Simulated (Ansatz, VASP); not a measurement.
## Two plane-wave programs on LiCl

```
Li Cl
1.0
     0.00000    2.61506    2.61506
     2.61506    0.00000    2.61506
     2.61506    2.61506    0.00000
Li Cl
1 1
Cartesian
  0.0000 0.0000 0.0000
  2.6151 2.6151 2.6151
```

Change from the starting cell: volume scaled by 1.06, PAW files.

Alike in both runs: task electric field gradients; functional PBE; k mesh 9 × 9 × 9; occupations fermi-dirac, width 0.03 eV; no spin polarisation.

|  | VASP | Ansatz |
| --- | --- | --- |
| version | VASP 6.6.1 | Ansatz 0.2.0 |
| potentials or method | VASP PAW PBE potentials, release 64 (Li_sv, Cl) | PAW with Ansatz's default frozen-core files, scalar-relativistic |
| plane-wave cutoff (eV) | 520 | 420 |
| valence electrons in the cell | 10 | 10 |

```tsv
	VASP	Ansatz	Ansatz less VASP
gap on the k mesh at the Fermi level (eV)	6.02	6.01	-0.011
```

The functional is the same, so the differences come from potentials, cutoffs and numerics.

Noted on VASP's run: the cutoff is short for stress, so the pressure is rough.
